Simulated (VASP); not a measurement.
# KI (I4/mmm) in VASP: notebook, part 2 of 2

VASP 6.6.1. The steps go on from the part before.

## (4) Single point, PBE

This run uses another cell than the first one, of the same volume but with other edges.

Input file INCAR:

```
SYSTEM = KI
PREC = Accurate
ENCUT = 520
EDIFF = 1E-7
ISMEAR = 0
SIGMA = 0.05
LREAL = .False.
LASPH = .True.
NELM = 100
ALGO = Normal
ISIF = 2
LWAVE = .False.
LCHARG = .True.
GGA = PE
LELF = .True.
LVHAR = .True.
NBANDS = 15
```

Input file KPOINTS:

```
regular mesh
0
Gamma
  6 6 6
  0 0 0
```

Input file POSCAR:

```
KI
1.0
    0.0000000000      3.7207518015      3.1626390313
    3.7207518015      0.0000000000      3.1626390313
    3.7207518015      3.7207518015      0.0000000000
K I
1 1
Direct
    0.0000000000      0.0000000000      0.0000000000
    0.5000000000      0.5000000000      0.5000000000
```

Started as:

```bash
> cat potpaw_PBE.64/K_sv/POTCAR potpaw_PBE.64/I/POTCAR > POTCAR
> mpirun -np 1 vasp_std > vasp.out
```

It took 32 s on 1 thread of Intel Xeon Platinum 8375C at 2.90GHz (Ice Lake), shared host; peak memory 0.23 GiB.

It converged, with:

| Item | Value |
| --- | --- |
| Free energy | -5.3817 eV |
| Pressure | 1.9 GPa |
| Band gap on the k mesh | 3.85 eV, direct |

Stress tensor (GPa, compression positive):
```
-0.33  0.00  0.00
 0.00 -0.33  0.00
 0.00  0.00  6.34
```

Levels at points of the mesh, in eV from the valence-band top:
```tsv
k point	band 5	band 6	band 7	band 8	band 9	band 10	band 11	band 12
(0.00, 0.00, 0.00)	-10.62	-0.09	-0.09	0.00	3.85	6.15	6.15	6.78
(0.50, 0.00, 0.00)	-10.20	-1.44	-0.48	-0.43	5.43	7.55	7.55	8.69
(0.50, 0.50, 0.00)	-10.44	-0.86	-0.61	-0.61	4.74	5.91	8.38	8.90
(0.50, 0.00, 0.50)	-10.49	-1.14	-0.36	-0.28	4.95	5.73	7.92	8.45
```

Caveat: spin-orbit coupling is left out, which moves the levels of the heavy elements.

## (5) Single point, PBE

This run uses another cell than the first one, of the same volume but with other edges.

Input file INCAR:

```
ALGO     = Normal         # electronic algorithm
EDIFF    = 1E-7           # SCF threshold, eV
ENCUT    = 520            # plane-wave cutoff, eV
GGA      = PE             # functional
ISIF     = 2              # what is computed and relaxed
ISMEAR   = 0              # smearing method
LASPH    = T              # aspherical terms in the spheres
LCHARG   = F              # write CHGCAR
LREAL    = F              # projectors in reciprocal space
LWAVE    = F              # write WAVECAR
NBANDS   = 15             # bands
NELM     = 60             # most SCF steps
PREC     = Accurate       # precision mode
SIGMA    = 0.05           # smearing width, eV
```

Input file KPOINTS:

```
k-points
0
Gamma
  6 6 6
```

Input file POSCAR:

```
KI
1.0
    0.0000000000      3.3167285356      3.9800742427
    3.3167285356      0.0000000000      3.9800742427
    3.3167285356      3.3167285356      0.0000000000
K I
1 1
Direct
    0.0000000000      0.0000000000      0.0000000000
    0.5000000000      0.5000000000      0.5000000000
```

Started as:

```bash
> cat potpaw_PBE.64/K_sv/POTCAR potpaw_PBE.64/I/POTCAR > POTCAR
> mpirun -np 1 vasp_std > vasp.out
```

Run time: 39 s. Hardware: 1 thread of Intel Xeon Platinum 8375C at 2.90GHz (Ice Lake), shared host; peak memory 0.24 GiB.

It converged, with:

| Item | Value |
| --- | --- |
| Free energy | -5.4112 eV |
| Pressure | 1.8 GPa |
| Band gap on the k mesh | 3.90 eV, direct |

Stress tensor (GPa, compression positive):
```
 3.21  0.00  0.00
 0.00  3.21  0.00
 0.00  0.00 -0.88
```

Levels at points of the mesh, in eV from the valence-band top:
| k point | band 5 | band 6 | band 7 | band 8 | band 9 | band 10 | band 11 | band 12 |
| --- | --- | --- | --- | --- | --- | --- | --- | --- |
| (0.00, 0.00, 0.00) | -10.59 | -0.11 | 0.00 | 0.00 | 3.90 | 5.80 | 6.88 | 6.88 |
| (0.50, 0.00, 0.00) | -10.19 | -1.44 | -0.46 | -0.37 | 5.45 | 7.53 | 7.74 | 8.72 |
| (0.50, 0.50, 0.00) | -10.49 | -1.11 | -0.21 | -0.21 | 4.95 | 5.91 | 7.87 | 8.17 |
| (0.50, 0.00, 0.50) | -10.41 | -0.98 | -0.60 | -0.36 | 4.90 | 5.86 | 8.17 | 8.50 |

Caveat: spin-orbit coupling is left out, which moves the levels of the heavy elements.

## (6) Single point, PBE

This run uses another cell than the first one, of the same volume but with other edges.

Input file INCAR:

```
PREC = Accurate
ENCUT = 520
EDIFF = 1E-6
ISMEAR = 0
SIGMA = 0.05
LREAL = F
LASPH = T
NELM = 100
ALGO = Normal
ISIF = 2
LWAVE = F
LCHARG = F
GGA = PE
NBANDS = 15
```

Input file KPOINTS:

```
Automatic mesh
0
Gamma
  6 6 6
```

Input file POSCAR:

```
KI
1.0
    0.0000000000      3.8288834055      2.9865290563
    3.8288834055      0.0000000000      2.9865290563
    3.8288834055      3.8288834055      0.0000000000
K I
1 1
Direct
    0.0000000000      0.0000000000      0.0000000000
    0.5000000000      0.5000000000      0.5000000000
```

Potentials or basis: VASP PAW PBE potentials, release 64 (K_sv, I).

Started as:

```bash
> cat potpaw_PBE.64/K_sv/POTCAR potpaw_PBE.64/I/POTCAR > POTCAR
> mpirun -np 1 vasp_std > vasp.out
```

It took 28 s on 1 thread of Intel Xeon Platinum 8375C at 2.90GHz (Ice Lake), shared host; peak memory 0.23 GiB.

It converged, with:

| Quantity | Value |
| --- | --- |
| Free energy | -5.0805 eV |
| Pressure | 3.8 GPa |
| Band gap on the k mesh | 3.62 eV, direct |

Stress tensor (GPa, compression positive):
```
-0.58  0.00  0.00
 0.00 -0.58  0.00
 0.00  0.00 12.44
```

Levels at points of the mesh, in eV from the valence-band top:
```
           k point  band 6  band 7  band 8  band 9  band 10  band 11
(0.00, 0.00, 0.00)   -0.24   -0.24    0.00    3.62     5.93     5.93
(0.50, 0.00, 0.00)   -1.62   -0.68   -0.63    5.26     7.20     7.26
(0.50, 0.50, 0.00)   -0.84   -0.84   -0.76    4.54     6.02     8.50
(0.50, 0.00, 0.50)   -1.31   -0.36   -0.33    4.91     5.56     7.85
```

Caveat: spin-orbit coupling is left out, which moves the levels of the heavy elements.

## (7) Overview

```csv
cell,gap on the mesh (eV),pressure (GPa)
"a = 4.845, b = 4.845, c = 5.595 Å, angles 54.7, 54.7, 70.5°, 2 atoms",3.13,7.3
"a = 5.438, b = 5.438, c = 4.441 Å, angles 65.9, 65.9, 48.2°, 2 atoms",3.70,4.6
"a = 4.883, b = 4.883, c = 5.262 Å, angles 57.4, 57.4, 65.2°, 2 atoms",3.85,1.9
"a = 5.181, b = 5.181, c = 4.691 Å, angles 63.1, 63.1, 53.8°, 2 atoms",3.90,1.8
"a = 4.856, b = 4.856, c = 5.415 Å, angles 56.1, 56.1, 67.8°, 2 atoms",3.62,3.8
```

Alike in all rows: task single point; level PBE; potentials or basis VASP PAW PBE potentials, release 64 (K_sv, I); no spin polarisation; k mesh 6 × 6 × 6; cutoff (eV) 520; smearing gaussian 0.05 eV.

Caveats: spin-orbit coupling is left out, which moves the levels of the heavy elements.

Absolute energies hang on the potentials; compare differences alone.
